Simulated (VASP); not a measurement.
# Cu2Ru: single point with r2SCAN

Crystal: Cu2Ru.

```xyz
6
Lattice="0.0000 3.4943 3.4943 3.4943 0.0000 3.4943 3.4943 3.4943 0.0000" Properties=species:S:1:pos:R:3 pbc="T T T"
Ru    2.6207    2.6207    2.6207
Ru    4.3679    4.3679    4.3679
Cu    0.0000    0.0000    0.0000
Cu    0.0000    1.7471    1.7471
Cu    1.7471    1.7471    0.0000
Cu    1.7471    0.0000    1.7471
```

| Quantity | Value |
| --- | --- |
| Program | VASP 6.6.1 |
| Task | single point |
| Functional | r2SCAN |
| Potentials or basis | VASP PAW PBE potentials, release 64 (Ru_pv, Cu) |
| Cutoff | 520 eV |
| k mesh | 6 × 6 × 6 |
| Occupations | gaussian, width 0.0188 eV |
| Spin | no spin polarisation |
| Dipole correction | no |
| Further INCAR settings | ALGO = Normal; EDIFF = 1e-07; NBANDS = 45 |

```yaml
Pressure: -23.1 GPa
Band_gap_on_the_k_mesh: zero (band 36 reaches 7.53 eV, above the bottom of band 37 at 7.27 eV)
```

Levels at points of the mesh, in eV from the Fermi level:
```tsv
k point	band 32	band 33	band 34	band 35	band 36	band 37	band 38	band 39	band 40	band 41
(0.00, 0.00, 0.00)	-1.30	-1.13	-1.13	-1.13	0.19	0.19	0.29	4.28	4.28	4.28
(0.50, 0.00, 0.00)	-1.08	-0.96	-0.96	-0.89	-0.60	0.24	0.24	1.49	2.80	2.80
(0.50, 0.50, 0.00)	-1.21	-0.66	-0.66	0.10	0.10	0.18	0.18	0.36	0.36	2.73
```

Run time: 5.5 min on 1 thread of Intel(R) Xeon(R) Platinum 8375C CPU @ 2.90GHz (Ice Lake) (shared host), peak memory 0.27 GiB.

Caveat: the PAW data sets were made with another functional, which shifts forces and pressure a little.
